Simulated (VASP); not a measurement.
# SnTe: relaxation of cell and atoms with PBE

The system is SnTe.

```
CELL_PARAMETERS angstrom
4.40826 0.00000 0.00000
-2.20413 3.81767 0.00000
0.00000 0.00000 8.23064
ATOMIC_POSITIONS crystal
Sn 0.00000 0.00000 0.97843
Sn 0.00000 0.00000 0.47843
Te 0.33333 0.66667 0.77150
Te 0.66667 0.33333 0.27150
```

| Property | Result |
| --- | --- |
| Program | VASP 6.6.1 |
| Task | relaxation of cell and atoms |
| Functional | PBE |
| Potentials or basis | VASP PAW PBE potentials, release 64 (Sn_d, Te) |
| Cutoff | 600 eV |
| k mesh | 12 × 12 × 6 |
| Occupations | gaussian, width 0.1 eV |
| Spin | no spin polarisation |
| Dipole correction | no |
| Further INCAR settings | ALGO = Normal; EDIFF = 1e-06; IBRION = 2; EDIFFG = -0.01; NSW = 100; ISIF = 3 |

```json
{"Relaxed volume": "34.74 Å³/atom", "Relaxed cell": "a = 4.412 Å, b = 4.412 Å, c = 8.245 Å, α = 90.00°, β = 90.00°, γ = 120.00°", "Space group after relaxing (to 0.1 Å)": "P6_3mc (No. 186)", "Energy gained by relaxing": "0.1 meV/atom", "Ionic steps": "5", "Pressure after relaxing": "0.0 GPa", "Largest force after relaxing": "0.007 eV/Å", "Band gap on the k mesh": "zero (bands 20 and 21 overlap by 0.13 eV)"}
```

Forces in eV/Å, atoms in the order of the input:
```
Sn   0.000  0.000 -0.007
Sn   0.000  0.000 -0.007
Te   0.000  0.000  0.007
Te   0.000  0.000  0.007
```

The path:
```
step  energy change (eV)  largest force (eV/Å)  pressure (GPa)  volume (Å³)
   1              0.0000                0.0089            0.12       138.52
   2             -0.0002                0.0098           -0.03       139.04
   3             -0.0002                0.0059            0.01       138.96
   4             -0.0002                0.0084           -0.03       138.99
   5             -0.0002                0.0068           -0.01       138.98
```

Final structure:
```xyz
4
Lattice="4.4117 0.0000 0.0000 -2.2058 3.8206 0.0000 0.0000 0.0000 8.2454" Properties=species:S:1:pos:R:3 pbc="T T T"
Sn    0.0000    0.0000    8.0679
Sn    0.0000    0.0000    3.9453
Te    0.0000    2.5471    6.3610
Te    2.2058    1.2735    2.2383
```

Levels at points of the mesh, in eV from the Fermi level:
| k point | band 16 | band 17 | band 18 | band 19 | band 20 | band 21 | band 22 | band 23 | band 24 |
| --- | --- | --- | --- | --- | --- | --- | --- | --- | --- |
| (0.00, 0.00, 0.00) | -1.77 | -1.77 | -1.45 | -1.45 | -0.16 | 0.90 | 1.76 | 1.76 | 2.12 |
| (0.50, 0.00, 0.00) | -4.16 | -3.06 | -1.95 | -1.54 | -1.08 | -0.08 | 1.01 | 1.30 | 2.99 |
| (0.00, 0.00, 0.50) | -1.61 | -1.61 | -1.61 | -1.30 | -1.30 | 1.87 | 1.87 | 1.87 | 1.87 |
| (0.50, 0.00, 0.50) | -3.43 | -2.66 | -2.66 | -2.62 | -2.62 | 1.38 | 1.38 | 2.48 | 2.48 |

It took 21 min on 1 thread of AMD EPYC 7R13, with other jobs on the host, peak memory 0.47 GiB.

Caveat: semilocal functionals underestimate gaps, and a narrow one can read as zero; spin-orbit coupling is left out, which moves the levels of the heavy elements.
